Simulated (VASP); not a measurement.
# Al2Ru (Fddd) in VASP: further runs

The runs below take Al2Ru through single point, with r2SCAN.

Everything below comes from runs of VASP 6.6.1. Logs are shortened: lines on timing, memory, paths and dates and some standing lists are left out, and cuts for length are marked.

## Step 1: The cell of the first run

The structure is orthorhombic, space group Fddd (No. 70). The conventional cell has a = 4.942 Å, b = 8.378 Å, c = 8.783 Å, α = 90.00°, β = 90.00°, γ = 90.00°. Al (site symmetry 2) has 5 Ru at 2.61 to 2.86 Å and 9 Al at 2.63 to 3.28 Å within 3.4 Å. Ru (site symmetry 222) has 10 Al at 2.61 to 2.86 Å and 4 Ru at 3.28 Å within 3.4 Å.

## Step 2: Single point, r2SCAN (strain +0.050 along x and y, +0.000 along z)

Contents of POSCAR:

```
Al2Ru
1.0
    0.0000000000      4.1889823501      4.3914546631
    2.4710296752      0.0000000000      4.3914546631
    2.4710296752      4.1889823501      0.0000000000
Al Ru
4 2
Direct
    0.0790459565      0.4209540435      0.0790459565
    0.4209540435      0.0790459565      0.4209540435
    0.1709540435      0.8290459565      0.1709540435
    0.8290459565      0.1709540435      0.8290459565
    0.7500000000      0.7500000000      0.7500000000
    0.5000000000      0.5000000000      0.5000000000
```

Contents of INCAR.step1:

```
ALGO = Normal
EDIFF = 1E-4
ENCUT = 520
GGA = PE
ISMEAR = 0
LASPH = True
LCHARG = False
LREAL = False
LWAVE = True
NBANDS = 29
NELM = 100
PREC = Accurate
SIGMA = 0.03
```

Contents of INCAR.step2:

```
ALGO = Normal
EDIFF = 1E-6
ENCUT = 520
ISIF = 2
ISMEAR = 0
ISTART = 1
LASPH = True
LCHARG = False
LMIXTAU = True
LREAL = False
LWAVE = False
METAGGA = R2SCAN
NBANDS = 29
NELM = 100
PREC = Accurate
SIGMA = 0.03
```

Contents of KPOINTS:

```
k-points
0
Gamma
  10 10 10
```

Potentials or basis: VASP PAW PBE potentials, release 64 (Al, Ru_pv).

On the command line:

```console
> cat potpaw_PBE.64/Al/POTCAR potpaw_PBE.64/Ru_pv/POTCAR > POTCAR
> cp INCAR.step1 INCAR
> mpirun -np 1 vasp_std > vasp.out
> cp INCAR.step2 INCAR
> mpirun -np 1 vasp_std > vasp.out
```

OUTCAR:

```text
EDIFF = 1E-6
   ENCUT = 520
   ISIF = 2
   ISMEAR = 0
   ISTART = 1
   LASPH = True
   LREAL = False
   METAGGA = R2SCAN
   NELM = 100
   PREC = Accurate

 ion  position               nearest neighbor table
   1  0.079  0.421  0.079-   6 2.61   6 2.61   3 2.63   3 2.63   5 2.76   2 2.80   2 2.80   5 2.86
                             5 2.86   2 2.86   4 3.28   4 3.28   4 3.28   4 3.28
   2  0.421  0.079  0.421-   6 2.61   6 2.61   4 2.63   4 2.63   5 2.76   1 2.80   1 2.80   5 2.86
                             5 2.86   1 2.86   3 3.28   3 3.28   3 3.28   3 3.28
   3  0.171  0.829  0.171-   5 2.61   5 2.61   1 2.63   1 2.63   6 2.76   4 2.80   4 2.80   6 2.86
                             6 2.86   4 2.86   2 3.28   2 3.28   2 3.28   2 3.28
   4  0.829  0.171  0.829-   5 2.61   5 2.61   2 2.63   2 2.63   6 2.76   3 2.80   3 2.80   6 2.86
                             6 2.86   3 2.86   1 3.28   1 3.28   1 3.28   1 3.28
   5  0.750  0.750  0.750-   4 2.61   3 2.61   4 2.61   3 2.61   1 2.76   2 2.76   2 2.86   2 2.86
                             1 2.86   1 2.86   6 3.28   6 3.28   6 3.28   6 3.28
   6  0.500  0.500  0.500-   1 2.61   2 2.61   1 2.61   2 2.61   3 2.76   4 2.76   3 2.86   3 2.86
                             4 2.86   4 2.86   5 3.28   5 3.28   5 3.28   5 3.28

  LATTYP: Found a face centered orthorhombic cell.
 ALAT       =     4.9420593504
 B/A-ratio  =     1.6952375733
 C/A-ratio  =     1.7771760118

  Lattice vectors:

 A1 = (   0.0000000000,   4.1889823501,   4.3914546631)
 A2 = (   2.4710296752,   0.0000000000,   4.3914546631)
 A3 = (   2.4710296752,   4.1889823501,   0.0000000000)

Analysis of symmetry for initial positions (statically):
=====================================================================
 Subroutine PRICEL returns:
 Original cell was already a primitive cell.

 Routine SETGRP: Setting up the symmetry group for a
 face centered orthorhombic supercell.

 Subroutine GETGRP returns: Found  8 space group operations
 (whereof  4 operations were pure point group operations)
 out of a pool of  8 trial point group operations.

The static configuration has the point symmetry D_2 .
 The point group associated with its full space group is D_2h.

Analysis of symmetry for dynamics (positions and initial velocities):
=====================================================================
 Subroutine PRICEL returns:
 Original cell was already a primitive cell.

 Routine SETGRP: Setting up the symmetry group for a
 face centered orthorhombic supercell.

 Subroutine GETGRP returns: Found  8 space group operations
 (whereof  4 operations were pure point group operations)
 out of a pool of  8 trial point group operations.

The dynamic configuration has the point symmetry D_2 .
[... 110 lines left out ...]
   EDIFFG = 0.1E-04   stopping-criterion for IOM
   NSW    =      0    number of steps for IOM
   IBRION =     -1    ionic relax: 0-MD 1-quasi-New 2-CG
   NFREE  =      0    steps in history (QN), initial steepest desc. (CG)
   ISIF   =      2    stress and relaxation
   ISYM   =      2    0-nonsym 1-usesym 2-fastsym
   POTIM  = 0.5000    time-step for ionic-motion
   TEBEG  =    0.0;   TEEND  =   0.0 temperature during run
   PSTRESS=    0.0 pullay stress
   NELECT =      40.0000    total number of electrons
   NUPDOWN=      -1.0000    fix difference up-down
   EMIN   =  10.00;   EMAX   =-10.00  energy-range for DOS
   EFERMI =   0.00;   METHOD = LEGACY
   ISMEAR =     0;   SIGMA  =   0.03  broadening in eV -4-tet -1-fermi 0-gaus
   EFERMI_NEDOS =   21; number of points for ismear=-14 and -15
   IALGO  =     38    algorithm
   IMIX   =      4    mixing-type and parameters
     AMIX     =   0.40;   BMIX     =  1.00
     AMIX_MAG =   1.60;   BMIX_MAG =  1.00
  volume/ion in A,a.u.               =      15.15       102.25
  Fermi-wavevector in a.u.,A,eV,Ry     =   1.245145  2.352983 21.094277  1.550386
  Thomas-Fermi vector in A             =   2.379380
   LORBIT       =      0    0 simple, 1 ext, 2 COOP (PROOUT), +10 PAW based schemes
   METAGGA = R2SCAN    functional components
   LHFCALC =     F    Hartree Fock is set to
   AEXX    =    0.0000 exact exchange contribution
   IVDW    =     0    specifies the selected vdW correction
   LEPSILON=     F    determine dielectric tensor
   LRPA    =     F    only Hartree local field effects (RPA)
 non-spin polarized calculation
 Gauss-broadening in eV      SIGMA  =   0.03
  energy-cutoff  :      520.00
  volume of cell :       90.91
 maximum number of plane-waves:      2478
 NGX is ok and might be reduce to    48
   NGX = 23   NGY = 19   NGZ = 19

 number of electron      39.9999998 magnetization

 Free energy of the ion-electron system (eV)
  ---------------------------------------------------
  ext. energy  EPLUGINS =         0.00000000
  ---------------------------------------------------
  free energy    TOTEN  =       -81.97250143 eV

  energy without entropy =      -81.97250143  energy(sigma->0) =      -81.97250143

 E-fermi :   9.2516     XC(G=0): -12.3547

 val. band max:        9.0907784570   @ k =   0.0000   0.0000   0.0000
 cond. band min:       9.4815618159   @ k =   0.0000   0.4000   0.4000
 fundamental gap:      0.3907833589
 Fermi energy:         9.2515983618

 k-point     1 :       0.0000    0.0000    0.0000
  band No.  band energies     occupation
      1     -34.6218      2.00000
      2     -34.5579      2.00000
      3     -34.5467      2.00000
      4     -34.5102      2.00000
      5     -34.5005      2.00000
      6     -34.4903      2.00000
[... 757 lines left out ...]
     28      13.8945      0.00000
     29      15.4786      0.00000

 [... further k-points ...]
[... 5 lines left out ...]
  --------------------------------------------------------------------------------------
  -------------------------------------------------------------------------------------
  Total      -10.1625255     -8.9451970     -4.5767445      0.0000000      0.0000000      0.0000000
  in kB     -179.0965999   -157.6433298    -80.6570547      0.0000000      0.0000000      0.0000000
  external PRESSURE =    -139.1323282 kB  Pullay stress =       0.0000000 kB

 VOLUME and BASIS-vectors are now :
 -----------------------------------------------------------------------------
  energy-cutoff  :      520.00
  volume of cell :       90.91
      direct lattice vectors                 reciprocal lattice vectors
     0.000000000  4.188982350  4.391454663    -0.202344798  0.119360732  0.113857489
     2.471029675  0.000000000  4.391454663     0.202344798 -0.119360732  0.113857489
     2.471029675  4.188982350  0.000000000     0.202344798  0.119360732 -0.113857489

 POSITION                                       TOTAL-FORCE (eV/Angst)
 -----------------------------------------------------------------------------------
      1.23551      0.66224      2.19573        -0.000000     -0.250022     -0.000000
      1.23551      3.52674      2.19573        -0.000000      0.250022     -0.000000
      2.47103      1.43225      4.39145        -0.000000      0.250022     -0.000000
      2.47103      6.94572      4.39145        -0.000000     -0.250022     -0.000000
      3.70654      6.28347      6.58718         0.000000     -0.000000     -0.000000
      2.47103      4.18898      4.39145        -0.000000     -0.000000      0.000000
 -----------------------------------------------------------------------------------
    total drift:                               -0.000000     -0.000000     -0.000000

  FREE ENERGIE OF THE ION-ELECTRON SYSTEM (eV)
  ---------------------------------------------------
  free  energy   TOTEN  =       -81.9725014254 eV

  energy  without entropy=      -81.9725014254  energy(sigma->0) =      -81.97250143
```

OSZICAR.step1:

```text
N       E                     dE             d eps       ncg     rms          rms(c)
DAV:   1     0.275004730580E+03    0.27500E+03   -0.21288E+04 10942   0.129E+03
DAV:   2    -0.283324654989E+02   -0.30334E+03   -0.29222E+03 10636   0.334E+02
DAV:   3    -0.386287526206E+02   -0.10296E+02   -0.10126E+02 12230   0.572E+01
DAV:   4    -0.387624863980E+02   -0.13373E+00   -0.13355E+00 11572   0.637E+00
DAV:   5    -0.387652166536E+02   -0.27303E-02   -0.27301E-02 12432   0.967E-01    0.144E+01
DAV:   6    -0.381834660474E+02    0.58175E+00   -0.12978E+01 11029   0.236E+01    0.586E+00
DAV:   7    -0.374010868441E+02    0.78238E+00   -0.37045E+00 10712   0.126E+01    0.306E+00
DAV:   8    -0.373173087601E+02    0.83778E-01   -0.18790E-01 11269   0.313E+00    0.579E-01
DAV:   9    -0.373133704791E+02    0.39383E-02   -0.99646E-03 12054   0.583E-01    0.310E-01
DAV:  10    -0.373130896270E+02    0.28085E-03   -0.26058E-03 11349   0.382E-01    0.891E-02
DAV:  11    -0.373130033602E+02    0.86267E-04   -0.53740E-04  9436   0.173E-01
   1 F= -.37313003E+02 E0= -.37313003E+02  d E =-.715085E-13
```

It took 40 min on 1 thread of Intel Xeon 8259CL, shared host; peak memory 0.53 GiB.

Results:

```yaml
Free_energy: -81.9725 eV
Pressure: -13.9 GPa
Largest_force: 0.250 eV/Å
Band_gap_on_the_k_mesh: 0.39 eV (least direct gap 1.19 eV)
```

Forces on the atoms (eV/Å):
```
Al   0.000 -0.250  0.000
Al   0.000  0.250  0.000
Al   0.000  0.250  0.000
Al   0.000 -0.250  0.000
Ru   0.000  0.000  0.000
Ru   0.000  0.000  0.000
```

Levels at points of the mesh, in eV from the valence-band top:
| k point | band 16 | band 17 | band 18 | band 19 | band 20 | band 21 | band 22 | band 23 | band 24 | band 25 |
| --- | --- | --- | --- | --- | --- | --- | --- | --- | --- | --- |
| (0.00, 0.00, 0.00) | -2.23 | -1.79 | -1.21 | -0.88 | 0.00 | 1.99 | 2.45 | 2.48 | 2.54 | 2.76 |
| (0.50, 0.00, 0.00) | -2.12 | -1.75 | -1.72 | -0.79 | -0.60 | 0.59 | 1.07 | 1.81 | 3.58 | 4.70 |
| (0.50, 0.50, 0.00) | -2.20 | -1.30 | -1.30 | -1.09 | -1.09 | 2.17 | 2.17 | 2.57 | 2.57 | 3.71 |
| (0.50, 0.00, 0.50) | -2.40 | -1.89 | -1.89 | -1.05 | -1.05 | 2.01 | 2.01 | 2.89 | 2.89 | 3.24 |
| (0.00, 0.50, 0.50) | -2.43 | -2.07 | -2.07 | -0.88 | -0.88 | 0.56 | 0.56 | 4.97 | 4.97 | 5.05 |

Caveat: the cell differs from its parent crystal (strain +0.050 along x and y, +0.000 along z); the stress differs along the axes, from -18 to -8 GPa; the PAW data sets were made with another functional, which shifts forces and pressure a little. A k mesh can miss the band edges.

## Step 3: Single point, r2SCAN (strain -0.050 along x and y, -0.050 along z)

Changes to POSCAR since step 2:

```diff
@@ -2,5 +2,5 @@
 1.0
-    0.0000000000      4.1889823501      4.3914546631
-    2.4710296752      0.0000000000      4.3914546631
-    2.4710296752      4.1889823501      0.0000000000
+    0.0000000000      3.7900316501      4.1718819299
+    2.2356935156      0.0000000000      4.1718819299
+    2.2356935156      3.7900316501      0.0000000000
 Al Ru
```

Contents of INCAR.step1:

```
SYSTEM = Al2Ru
ALGO = Normal ; EDIFF = 1E-4
ENCUT = 520 ; GGA = PE
ISMEAR = 0 ; LASPH = .TRUE.
LCHARG = .FALSE. ; LREAL = .FALSE.
LWAVE = .TRUE. ; NBANDS = 29
NELM = 100 ; PREC = Accurate
SIGMA = 0.03
```

Contents of INCAR.step2:

```
SYSTEM = Al2Ru
ALGO = Normal ; EDIFF = 1E-6
ENCUT = 520 ; ISIF = 2
ISMEAR = 0 ; ISTART = 1
LASPH = .TRUE. ; LCHARG = .FALSE.
LMIXTAU = .TRUE. ; LREAL = .FALSE.
LWAVE = .FALSE. ; METAGGA = R2SCAN
NBANDS = 29 ; NELM = 100
PREC = Accurate ; SIGMA = 0.03
```

Contents of KPOINTS:

```
k-points
0
G
  10 10 10
  0 0 0
```

Potentials or basis: VASP PAW PBE potentials, release 64 (Al, Ru_pv).

On the command line:

```console
> cat potpaw_PBE.64/Al/POTCAR potpaw_PBE.64/Ru_pv/POTCAR > POTCAR
> cp INCAR.step1 INCAR
> mpirun -np 1 vasp_std > vasp.out
> cp INCAR.step2 INCAR
> mpirun -np 1 vasp_std > vasp.out
```

It took 11 min on 1 thread of Intel Xeon 6975P-C (Granite Rapids), shared host; peak memory 0.43 GiB.

Results (log left out):

* Free energy: -81.1959 eV
* Pressure: 39.7 GPa
* Largest force: 0.268 eV/Å

Forces in eV/Å, atoms in the order of the input:
```
Al   0.000  0.268  0.000
Al   0.000 -0.268  0.000
Al   0.000 -0.268  0.000
Al   0.000  0.268  0.000
Ru   0.000  0.000  0.000
Ru   0.000  0.000  0.000
```

Stress tensor (GPa, compression positive):
```
40.58  0.00  0.00
 0.00 36.44  0.00
 0.00  0.00 41.98
```

Levels at points of the mesh, in eV from the Fermi level:
```tsv
k point	band 16	band 17	band 18	band 19	band 20	band 21	band 22	band 23	band 24	band 25
(0.00, 0.00, 0.00)	-3.70	-2.64	-1.78	-1.43	-0.10	2.07	2.43	2.81	3.09	3.11
(0.50, 0.00, 0.00)	-3.44	-2.95	-2.74	-1.57	-1.28	0.37	0.76	2.48	3.78	4.62
(0.50, 0.50, 0.00)	-2.88	-2.18	-2.18	-1.60	-1.60	2.55	2.55	3.07	3.07	3.89
(0.50, 0.00, 0.50)	-3.64	-2.92	-2.92	-2.03	-2.03	2.12	2.12	3.08	3.08	4.06
(0.00, 0.50, 0.50)	-3.81	-3.39	-3.39	-1.69	-1.69	0.41	0.41	5.09	5.09	5.90
```

Caveat: the cell differs from its parent crystal (strain -0.050 along x and y, -0.050 along z); the stress differs along the axes, from 36 to 42 GPa; the PAW data sets were made with another functional, which shifts forces and pressure a little.
